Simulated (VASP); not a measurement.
# Ir (Fm-3m) in VASP: further runs

Runs on Ir. Level: PBE. Tasks: single point, relaxation of cell and atoms.

All numbers are computed with VASP 6.6.1; they aren't measurements. Logs are shortened: lines on timing, memory, paths and dates and some standing lists are left out, and cuts for length are marked.

## (1) The cell of the first run

Symmetry: Fm-3m, No. 225, cubic system. The conventional cell has a = 3.831 Å, b = 3.831 Å, c = 3.831 Å, α = 90.00°, β = 90.00°, γ = 90.00°. Ir (site symmetry m-3m) has 12 Ir at 2.71 Å within 3.6 Å.

## (2) Single point, PBE

The input, INCAR:

```
  ALGO = Fast
  EDIFF = 1E-7
  ENCUT = 520
  GGA = PE
  ISIF = 2
  ISMEAR = 0
  LASPH = True
  LCHARG = True
  LELF = True
  LREAL = False
  LVHAR = True
  LWAVE = False
  NBANDS = 10
  NELM = 80
  PREC = Accurate
  SIGMA = 0.027000000000000003
```

The input, KPOINTS:

```
k-points
0
Gamma
  12 12 12
```

The input, POSCAR:

```
Ir
1.0
    0.0000000000      1.9156000000      1.9156000000
    1.9156000000      0.0000000000      1.9156000000
    1.9156000000      1.9156000000      0.0000000000
Ir
1
Direct
    0.0000000000      0.0000000000      0.0000000000
```

Potentials or basis: VASP PAW PBE potentials, release 64 (Ir).

Launch:

```
> cat potpaw_PBE.64/Ir/POTCAR > POTCAR
> mpirun -np 1 vasp_std > vasp.out
```

OUTCAR:

```text
EDIFF = 1E-7
   ENCUT = 520
   GGA = PE
   ISIF = 2
   ISMEAR = 0
   LASPH = True
   LREAL = False
   NELM = 80
   PREC = Accurate

 ion  position               nearest neighbor table
   1  0.000  0.000  0.000-

  LATTYP: Found a face centered cubic cell.
 ALAT       =     3.8312000000

  Lattice vectors:

 A1 = (   0.0000000000,   1.9156000000,   1.9156000000)
 A2 = (   1.9156000000,   0.0000000000,   1.9156000000)
 A3 = (   1.9156000000,   1.9156000000,   0.0000000000)

Analysis of symmetry for initial positions (statically):
[... 5 lines left out ...]
 face centered cubic supercell.

 Subroutine GETGRP returns: Found 48 space group operations
 (whereof 48 operations were pure point group operations)
 out of a pool of 48 trial point group operations.

The static configuration has the point symmetry O_h .

Analysis of symmetry for dynamics (positions and initial velocities):
[... 5 lines left out ...]
 face centered cubic supercell.

 Subroutine GETGRP returns: Found 48 space group operations
 (whereof 48 operations were pure point group operations)
 out of a pool of 48 trial point group operations.

The dynamic configuration has the point symmetry O_h .

 Subroutine INISYM returns: Found 48 space group operations
 (whereof 48 operations are pure point group operations),
 and found     1 'primitive' translations

----------------------------------------------------------------------------------------

                                     Primitive cell

  volume of cell :      14.0587

  direct lattice vectors                    reciprocal lattice vectors
     0.000000000  1.915600000  1.915600000    -0.261014826  0.261014826  0.261014826
     1.915600000  0.000000000  1.915600000     0.261014826 -0.261014826  0.261014826
     1.915600000  1.915600000  0.000000000     0.261014826  0.261014826 -0.261014826

  length of vectors
     2.709067500  2.709067500  2.709067500     0.452090940  0.452090940  0.452090940

  position of ions in fractional coordinates (direct lattice)
     0.000000000  0.000000000  0.000000000

  ion indices of the primitive-cell ions
   primitive index   ion index
                 1           1

----------------------------------------------------------------------------------------

 KPOINTS: k-points

Automatic generation of k-mesh.
 Grid dimensions read from file:
 generate k-points for:   12   12   12

 Generating k-lattice:

  Cartesian coordinates                     Fractional coordinates (reciprocal lattice)
    -0.021751235  0.021751235  0.021751235     0.083333333  0.000000000  0.000000000
     0.021751235 -0.021751235  0.021751235     0.000000000  0.083333333  0.000000000
     0.021751235  0.021751235 -0.021751235     0.000000000  0.000000000  0.083333333

  Length of vectors
     0.037674245  0.037674245  0.037674245

  Shift w.r.t. Gamma in fractional coordinates (k-lattice)
     0.000000000  0.000000000  0.000000000

 Subroutine IBZKPT returns following result:
 ===========================================

 Found     72 irreducible k-points:

 Following reciprocal coordinates:
            Coordinates               Weight
  0.000000  0.000000  0.000000      1.000000
  0.083333  0.000000  0.000000      8.000000
  0.166667  0.000000  0.000000      8.000000
  0.250000  0.000000  0.000000      8.000000
  0.333333  0.000000  0.000000      8.000000
  0.416667  0.000000  0.000000      8.000000
[... 16 lines left out ...]
  0.500000  0.166667  0.000000     24.000000
 -0.416667  0.166667  0.000000     24.000000
 [... further k-points ...]
   k-points           NKPTS =     72   k-points in BZ     NKDIM =     72   number of bands    NBANDS=     10
   number of dos      NEDOS =    301   number of ions     NIONS =      1
   total plane-waves  NPLWV =   8000
   dimension x,y,z NGX =    20 NGY =   20 NGZ =   20
   dimension x,y,z NGXF=    40 NGYF=   40 NGZF=   40
   ions per type =               1
   NGX,Y,Z   is equivalent  to a cutoff of  12.27, 12.27, 12.27 a.u.
   NGXF,Y,Z  is equivalent  to a cutoff of  24.55, 24.55, 24.55 a.u.
 SYSTEM =  unknown system
   PREC   = accura    normal or accurate (medium, high low for compatibility)
   ISTART =      0    job   : 0-new  1-cont  2-samecut
   ICHARG =      2    charge: 1-file 2-atom 10-const
   ISPIN  =      1    spin polarized calculation?
   LNONCOLLINEAR =      F non collinear calculations
   LSORBIT =      F    spin-orbit coupling
   LASPH  =      T    aspherical Exc in radial PAW
   ENCUT  =  520.0 eV  38.22 Ry    6.18 a.u.   5.04  5.04  5.04*2*pi/ulx,y,z
   NELM   =     80;   NELMIN=  2; NELMDL= -5     # of ELM steps
   EDIFF  = 0.1E-06   stopping-criterion for ELM
   LREAL  =      F    real-space projection
   EDIFFG = 0.1E-05   stopping-criterion for IOM
   NSW    =      0    number of steps for IOM
   IBRION =     -1    ionic relax: 0-MD 1-quasi-New 2-CG
   NFREE  =      0    steps in history (QN), initial steepest desc. (CG)
   ISIF   =      2    stress and relaxation
   ISYM   =      2    0-nonsym 1-usesym 2-fastsym
   POTIM  = 0.5000    time-step for ionic-motion
   TEBEG  =    0.0;   TEEND  =   0.0 temperature during run
   PSTRESS=    0.0 pullay stress
   NELECT =       9.0000    total number of electrons
   NUPDOWN=      -1.0000    fix difference up-down
   EMIN   =  10.00;   EMAX   =-10.00  energy-range for DOS
   EFERMI =   0.00;   METHOD = LEGACY
   ISMEAR =     0;   SIGMA  =   0.03  broadening in eV -4-tet -1-fermi 0-gaus
   EFERMI_NEDOS =   21; number of points for ismear=-14 and -15
   IALGO  =     68    algorithm
   IMIX   =      4    mixing-type and parameters
     AMIX     =   0.40;   BMIX     =  1.00
     AMIX_MAG =   1.60;   BMIX_MAG =  1.00
  volume/ion in A,a.u.               =      14.06        94.87
  Fermi-wavevector in a.u.,A,eV,Ry     =   1.410937  2.666284 27.085691  1.990742
  Thomas-Fermi vector in A             =   2.532839
   LORBIT       =      0    0 simple, 1 ext, 2 COOP (PROOUT), +10 PAW based schemes
   GGA     = PE    functional components
   LHFCALC =     F    Hartree Fock is set to
   AEXX    =    0.0000 exact exchange contribution
   IVDW    =     0    specifies the selected vdW correction
   LEPSILON=     F    determine dielectric tensor
   LRPA    =     F    only Hartree local field effects (RPA)
 non-spin polarized calculation
 RMM-DIIS sequential band-by-band and
 Gauss-broadening in eV      SIGMA  =   0.03
  energy-cutoff  :      520.00
  volume of cell :       14.06
 maximum number of plane-waves:       388
   NGX =  9   NGY =  9   NGZ =  9

 number of electron       9.0000000 magnetization

 Free energy of the ion-electron system (eV)
  ---------------------------------------------------
  ext. energy  EPLUGINS =         0.00000000
  ---------------------------------------------------
  free energy    TOTEN  =        -8.85141518 eV

  energy without entropy =       -8.85104197  energy(sigma->0) =       -8.85122857

 E-fermi :  10.5460     XC(G=0): -14.0262

 val. band max:       10.5299647227   @ k =  -0.3333   0.3333   0.0000
 cond. band min:      10.5486077466   @ k =  -0.2500   0.0833   0.0000
 fundamental gap:      0.0186430239
 Fermi energy:        10.5459618146

 k-point     1 :       0.0000    0.0000    0.0000
  band No.  band energies     occupation
      1      -0.6717      2.00000
      2       6.5917      2.00000
      3       6.5917      2.00000
      4       6.5917      2.00000
      5       9.3049      2.00000
      6       9.3049      2.00000
      7      24.8317      0.00000
      8      30.4511      0.00000
      9      30.4511      0.00000
     10      30.4511      0.00000

 k-point     2 :       0.0833    0.0000    0.0000
  band No.  band energies     occupation
      1      -0.3634      2.00000
      2       6.4311      2.00000
      3       6.7227      2.00000
      4       6.7227      2.00000
      5       9.2232      2.00000
      6       9.2232      2.00000
      7      25.3601      0.00000
      8      29.0037      0.00000
      9      30.9606      0.00000
     10      30.9606      0.00000

 k-point     3 :       0.1667    0.0000    0.0000
  band No.  band energies     occupation
      1       0.4824      2.00000
      2       6.1083      2.00000
      3       6.9888      2.00000
      4       6.9888      2.00000
      5       9.1457      2.00000
      6       9.1457      2.00000
      7      26.4299      0.00000
      8      26.8828      0.00000
      9      32.3833      0.00000
     10      32.3833      0.00000

 k-point     4 :       0.2500    0.0000    0.0000
  band No.  band energies     occupation
      1       1.5471      2.00000
      2       6.0791      2.00000
      3       7.0372      2.00000
      4       7.0372      2.00000
      5       9.4882      2.00000
      6       9.4882      2.00000
      7      24.3295      0.00000
      8      27.3248      0.00000
      9      34.2947      0.00000
     10      34.3090      0.00000

 k-point     5 :       0.3333    0.0000    0.0000
  band No.  band energies     occupation
      1       2.2185      2.00000
      2       6.8104      2.00000
      3       6.8104      2.00000
      4       6.9834      2.00000
      5      10.2851      2.00000
      6      10.2851      2.00000
      7      21.8441      0.00000
      8      26.0434      0.00000
      9      33.1978      0.00000
     10      33.1978      0.00000

 k-point     6 :       0.4167    0.0000    0.0000
  band No.  band energies     occupation
      1       2.3558      2.00000
      2       6.5750      2.00000
      3       6.5750      2.00000
      4       8.6948      2.00000
      5      11.0836      0.00000
      6      11.0836      0.00000
      7      19.2125      0.00000
      8      24.7889      0.00000
      9      31.1394      0.00000
     10      31.1394      0.00000
[... 183 lines left out ...]
 k-point    21 :       0.3333    0.1667    0.0000
  band No.  band energies     occupation
      1       2.7112      2.00000
      2       5.0786      2.00000
      3       6.6533      2.00000
      4       7.9058      2.00000
      5       9.8631      2.00000
      6      10.6956      0.00000
      7      24.3122      0.00000
      8      28.0801      0.00000
      9      29.6139      0.00000
     10      31.4447      0.00000

 k-point    22 :       0.4167    0.1667    0.0000
  band No.  band energies     occupation
      1       3.1483      2.00000
      2       5.6602      2.00000
      3       6.3630      2.00000
      4       7.6721      2.00000
      5      11.3383      0.00000
      6      11.6840      0.00000
      7      21.0437      0.00000
      8      26.7715      0.00000
      9      28.9117      0.00000
     10      31.0540      0.00000

 k-point    23 :       0.5000    0.1667    0.0000
  band No.  band energies     occupation
      1       3.2275      2.00000
      2       5.6904      2.00000
      3       7.1600      2.00000
      4       7.4301      2.00000
      5      11.5021      0.00000
      6      13.7207      0.00000
      7      18.1372      0.00000
      8      26.0293      0.00000
      9      28.9174      0.00000
     10      29.4462      0.00000

 k-point    24 :      -0.4167    0.1667    0.0000
  band No.  band energies     occupation
      1       3.2987      2.00000
      2       5.7154      2.00000
      3       7.3163      2.00000
      4       7.5012      2.00000
      5      10.9716      0.00000
      6      14.3180      0.00000
      7      17.8204      0.00000
      8      25.8542      0.00000
      9      28.1356      0.00000
     10      30.1620      0.00000

 [... further k-points ...]
[... 5 lines left out ...]
  --------------------------------------------------------------------------------------
  -------------------------------------------------------------------------------------
  Total        1.0297143      1.0297143      1.0297143      0.0000000      0.0000000      0.0000000
  in kB      117.3499345    117.3499345    117.3499345      0.0000000      0.0000000      0.0000000
  external PRESSURE =     117.3499345 kB  Pullay stress =       0.0000000 kB

 VOLUME and BASIS-vectors are now :
 -----------------------------------------------------------------------------
  energy-cutoff  :      520.00
  volume of cell :       14.06
      direct lattice vectors                 reciprocal lattice vectors
     0.000000000  1.915600000  1.915600000    -0.261014826  0.261014826  0.261014826
     1.915600000  0.000000000  1.915600000     0.261014826 -0.261014826  0.261014826
     1.915600000  1.915600000  0.000000000     0.261014826  0.261014826 -0.261014826

 POSITION                                       TOTAL-FORCE (eV/Angst)
 -----------------------------------------------------------------------------------
      0.00000      0.00000      0.00000         0.000000      0.000000      0.000000
 -----------------------------------------------------------------------------------
    total drift:                                0.000000      0.000000     -0.000000

  FREE ENERGIE OF THE ION-ELECTRON SYSTEM (eV)
  ---------------------------------------------------
  free  energy   TOTEN  =        -8.8514151796 eV

  energy  without entropy=       -8.8510419682  energy(sigma->0) =       -8.85122857
```

Run time: 9 s. Hardware: 1 thread of Intel Xeon Platinum 8488C (Sapphire Rapids), shared host; peak memory 0.13 GiB.

Results:

```yaml
Free_energy: -8.8514 eV
Pressure: 11.7 GPa
```

Levels at points of the mesh, in eV from the Fermi level:
| k point | band 1 | band 2 | band 3 | band 4 | band 5 | band 6 | band 7 | band 8 | band 9 |
| --- | --- | --- | --- | --- | --- | --- | --- | --- | --- |
| (0.00, 0.00, 0.00) | -11.22 | -3.95 | -3.95 | -3.95 | -1.24 | -1.24 | 14.29 | 19.91 | 19.91 |
| (0.50, 0.00, 0.00) | -8.20 | -4.06 | -4.06 | -0.81 | 0.88 | 0.88 | 7.30 | 13.83 | 19.82 |
| (0.50, 0.50, 0.00) | -8.02 | -7.44 | 0.84 | 1.46 | 1.46 | 1.67 | 10.57 | 11.71 | 11.71 |

Caveat: spin-orbit coupling is left out, which moves the levels of the heavy elements.

## (3) Relaxation of cell and atoms, PBE

The input, INCAR:

```
SYSTEM = Ir
ALGO = Normal
EDIFF = 1E-6
EDIFFG = -0.02
ENCUT = 600
GGA = PE
IBRION = 2
ISIF = 3
ISMEAR = -1
LASPH = .True.
LCHARG = .False.
LREAL = .False.
LWAVE = .False.
NELM = 60
NSW = 80
PREC = Accurate
SIGMA = 0.05
```

The input, KPOINTS:

```
k-points
0
Gamma
  12 12 12
  0 0 0
```

POSCAR is that of step 2.

Potentials or basis: VASP PAW PBE potentials, release 64 (Ir).

Launch:

```
> cat potpaw_PBE.64/Ir/POTCAR > POTCAR
> mpirun -np 1 vasp_std > vasp.out
```

Run time: 14 s. Hardware: 1 thread of Intel Xeon Platinum 8488C (Sapphire Rapids), shared host; peak memory 0.15 GiB.

It converged, with:

```
Free energy                            : -8.8699 eV
Relaxed volume                         : 14.51 Å³/atom
Relaxed cell                           : a = 2.738 Å, b = 2.738 Å, c = 2.738 Å, α = 60.00°, β = 60.00°, γ = 60.00°
Space group after relaxing (to 0.05 Å) : Fm-3m (No. 225)
Energy gained by relaxing              : 16.0 meV/atom
Ionic steps                            : 4
Pressure after relaxing                : -0.1 GPa
```

The path:
```
step  energy change (eV)  largest force (eV/Å)  pressure (GPa)  volume (Å³)
   1              0.0000                0.0000           11.89        14.06
   2              0.1732                0.0000          -30.08        16.29
   3             -0.0160                0.0000           -0.56        14.53
   4             -0.0160                0.0000           -0.06        14.51
```

Final structure:
```cif
data_structure
_symmetry_space_group_name_H-M 'P 1'
_symmetry_Int_Tables_number 1
_cell_length_a 2.7376
_cell_length_b 2.7376
_cell_length_c 2.7376
_cell_angle_alpha 60.000
_cell_angle_beta 60.000
_cell_angle_gamma 60.000
_cell_volume 14.51
loop_
_atom_site_label
_atom_site_type_symbol
_atom_site_fract_x
_atom_site_fract_y
_atom_site_fract_z
_atom_site_occupancy
Ir1 Ir 0.00000 0.00000 0.00000 1
```

Levels at points of the mesh, in eV from the Fermi level:
```tsv
k point	band 1	band 2	band 3	band 4	band 5	band 6	band 7	band 8
(0.00, 0.00, 0.00)	-10.87	-3.76	-3.76	-3.76	-1.18	-1.18	14.35	19.79
(0.50, 0.00, 0.00)	-7.86	-3.86	-3.86	-0.72	0.83	0.83	6.99	13.89
(0.50, 0.50, 0.00)	-7.65	-7.09	0.79	1.38	1.38	1.68	10.14	11.57
```

Caveat: spin-orbit coupling is left out, which moves the levels of the heavy elements.
